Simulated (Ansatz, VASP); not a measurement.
**Si16B: VASP beside Ansatz**

```xyz
17
Lattice="0.0000 5.4300 5.4300 5.4300 0.0000 5.4300 5.4300 5.4300 0.0000" Properties=species:S:1:pos:R:3 pbc="T T T"
Si    0.0381   -0.0382    0.0383
Si    1.3573    1.3845    1.3548
Si    2.7104    2.7199    0.0041
Si    4.0454    4.0732    1.3555
Si    2.6862   -0.0274    2.6854
Si    4.0796    1.3463    4.0883
Si    5.4550    2.7418    2.6877
Si    6.7853    4.0744    4.0990
Si    0.0074    2.7216    2.7083
Si    1.3566    4.0746    4.0460
Si    2.7094    5.4241    2.7090
Si    4.0691    6.7923    4.0661
Si    2.6838    2.7466    5.4600
Si    4.1005    4.0759    6.7842
Si    5.4293    5.4315    5.4276
Si    6.7846    6.7602    6.7850
B     6.8070    9.4725    6.8294
```

Alike in both runs: functional PBE; k mesh 2 × 2 × 2; occupations fermi-dirac, width 0.02 eV; collinear spin.

Ansatz relaxed the structure, and its values are those at the end. VASP's run is a single point on that final structure, the one shown.

|  | VASP | Ansatz |
| --- | --- | --- |
| version | VASP 6.6.1 | Ansatz 0.2.0 |
| potentials or method | VASP PAW PBE potentials, release 64 (Si, B), cutoff 520 eV | scalar-relativistic, plane waves, PAW |
| valence electrons in the cell | 67 | 67 |

|  | VASP | Ansatz | Ansatz less VASP |
| --- | --- | --- | --- |
| rms of the force components (eV/Å) | 0.013 | 0.013 | 0.0000 |
| net moment per atom (μB) | 0.00 | 0.00 | 0.000 |

The functional is the same, so the differences come from potentials, cutoffs and numerics. Ansatz's warnings: filled band counts differ across k points, seeded moment not kept.

The k mesh is coarse, so the values compare programs but aren't converged.
